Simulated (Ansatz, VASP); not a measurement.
**MgO: VASP beside Ansatz**

```
Mg O
1.0
     2.97668    0.00000    0.00000
    -1.48834    2.57788    0.00000
     0.00000    0.00000    2.71494
Mg O
1 1
Direct
  0.00000 0.00000 0.00000
  0.33333 0.66667 0.50000
```

Alike in both runs: task single point; functional PBE; k mesh 10 × 10 × 10; occupations fermi-dirac, width 0.05 eV; no spin polarisation.

```csv
,VASP,Ansatz
version,VASP 6.6.1,Ansatz 0.2.0
potentials or method,"VASP PAW PBE potentials, release 64 (Mg, O)",Ansatz PAW soft_1
plane-wave cutoff (eV),520,420
valence electrons in the cell,8,16
```

Ansatz gave:

- gap on the k mesh at the Fermi level (eV): 2.74
- least direct gap on the mesh (eV): 3.12
- pressure (GPa): -5.0
- traceless stress, the component that is largest in VASP (GPa): -0.79

**Question.** What did VASP give for the same quantities?

**Answer.** gap on the k mesh at the Fermi level (eV): 2.72; least direct gap on the mesh (eV): 3.10; pressure (GPa): -5.6; traceless stress, the component that is largest in VASP (GPa): -0.87.

VASP's potentials hold 8 valence electrons a cell and Ansatz's 16, so a difference there can come from the potentials and not from the codes.
